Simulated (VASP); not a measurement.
A run of VASP 6.6.1 is set up as follows.

INCAR

```
PREC = Accurate
ENCUT = 520
EDIFF = 1E-6
ISMEAR = 0
SIGMA = 0.1
LREAL = F
LASPH = T
NELM = 150
ALGO = Normal
ISIF = 2
LWAVE = F
LCHARG = F
ISPIN = 2
MAGMOM = 0 4 4
LORBIT = 11
LMAXMIX = 4
GGA = PE
NBANDS = 24
```

The input KPOINTS:

```
Automatic mesh
0
Gamma
  6 6 6
```

POSCAR

```
BaFe2
1.0
    0.0000000000      3.0315450500      3.0315450500
    3.0315450500      0.0000000000      3.0315450500
    3.0315450500      3.0315450500      0.0000000000
Ba Fe
1 2
Direct
    0.0000000000      0.0000000000      0.0000000000
    0.2500000000      0.2500000000      0.2500000000
    0.7500000000      0.7500000000      0.7500000000
```

Potentials or basis: VASP PAW PBE potentials, release 64 (Ba_sv, Fe).

Command:

```bash
$ cat potpaw_PBE.64/Ba_sv/POTCAR potpaw_PBE.64/Fe/POTCAR > POTCAR
$ mpirun -np 1 vasp_std > vasp.out
```

Problem. Estimate the site moments.

Solution. Ba -0.23; Fe +2.04 μB.

Problem. What does it give for the pressure?

Solution. 13.3 GPa.
